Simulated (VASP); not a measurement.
A run of VASP 6.6.1 is set up as follows.

Contents of INCAR:

```
SYSTEM = BeB26As27
PREC     = Accurate       ! precision mode
ENCUT    = 520            ! plane-wave cutoff, eV
EDIFF    = 1E-8           ! SCF threshold, eV
ISMEAR   = -1             ! smearing method
SIGMA    = 0.01           ! smearing width, eV
LREAL    = Auto         
LASPH    = .TRUE.         ! aspherical terms in the spheres
NELM     = 60             ! most SCF steps
ALGO     = Normal         ! electronic algorithm
ISIF     = 2              ! what is computed and relaxed
LWAVE    = .FALSE.        ! write WAVECAR
LCHARG   = .FALSE.        ! write CHGCAR
GGA      = PE             ! functional
LEFG     = .TRUE.       
NELECT   = 216.0        
NBANDS   = 140            ! bands
```

Contents of KPOINTS:

```
regular mesh
0
G
  2 2 2
  0 0 0
```

File POSCAR:

```
BeB26As27
1.0
    0.0000000000      7.1655000000      7.1655000000
    7.1655000000      0.0000000000      7.1655000000
    7.1655000000      7.1655000000      0.0000000000
Be B As
1 26 27
Direct
    0.0000000000      0.0000000000      0.0000000000
    0.0000000000      0.0000000000      0.3333333333
    0.0000000000      0.0000000000      0.6666666667
    0.0000000000      0.3333333333      0.0000000000
    0.0000000000      0.3333333333      0.3333333333
    0.0000000000      0.3333333333      0.6666666667
    0.0000000000      0.6666666667      0.0000000000
    0.0000000000      0.6666666667      0.3333333333
    0.0000000000      0.6666666667      0.6666666667
    0.3333333333      0.0000000000      0.0000000000
    0.3333333333      0.0000000000      0.3333333333
    0.3333333333      0.0000000000      0.6666666667
    0.3333333333      0.3333333333      0.0000000000
    0.3333333333      0.3333333333      0.3333333333
    0.3333333333      0.3333333333      0.6666666667
    0.3333333333      0.6666666667      0.0000000000
    0.3333333333      0.6666666667      0.3333333333
    0.3333333333      0.6666666667      0.6666666667
    0.6666666667      0.0000000000      0.0000000000
    0.6666666667      0.0000000000      0.3333333333
    0.6666666667      0.0000000000      0.6666666667
    0.6666666667      0.3333333333      0.0000000000
    0.6666666667      0.3333333333      0.3333333333
    0.6666666667      0.3333333333      0.6666666667
    0.6666666667      0.6666666667      0.0000000000
    0.6666666667      0.6666666667      0.3333333333
    0.6666666667      0.6666666667      0.6666666667
    0.0833333333      0.0833333333      0.0833333333
    0.0833333333      0.0833333333      0.4166666667
    0.0833333333      0.0833333333      0.7500000000
    0.0833333333      0.4166666667      0.0833333333
    0.0833333333      0.4166666667      0.4166666667
    0.0833333333      0.4166666667      0.7500000000
    0.0833333333      0.7500000000      0.0833333333
    0.0833333333      0.7500000000      0.4166666667
    0.0833333333      0.7500000000      0.7500000000
    0.4166666667      0.0833333333      0.0833333333
    0.4166666667      0.0833333333      0.4166666667
    0.4166666667      0.0833333333      0.7500000000
    0.4166666667      0.4166666667      0.0833333333
    0.4166666667      0.4166666667      0.4166666667
    0.4166666667      0.4166666667      0.7500000000
    0.4166666667      0.7500000000      0.0833333333
    0.4166666667      0.7500000000      0.4166666667
    0.4166666667      0.7500000000      0.7500000000
    0.7500000000      0.0833333333      0.0833333333
    0.7500000000      0.0833333333      0.4166666667
    0.7500000000      0.0833333333      0.7500000000
    0.7500000000      0.4166666667      0.0833333333
    0.7500000000      0.4166666667      0.4166666667
    0.7500000000      0.4166666667      0.7500000000
    0.7500000000      0.7500000000      0.0833333333
    0.7500000000      0.7500000000      0.4166666667
    0.7500000000      0.7500000000      0.7500000000
```

Potentials or basis: VASP PAW PBE potentials, release 64 (Be, B, As).

The run is started by

```sh
$ cat potpaw_PBE.64/Be/POTCAR potpaw_PBE.64/B/POTCAR potpaw_PBE.64/As/POTCAR > POTCAR
$ mpirun -np 1 vasp_std > vasp.out
```

(1) Predict the largest force.

## Answers

(1) 0.743 eV/Å.

Caveat: the cell carries a net charge on a neutralising background, which shifts energy and pressure; without QUAD_EFG the Cq values of the log hold for a quadrupole moment of 1 mb, not for the nuclei.
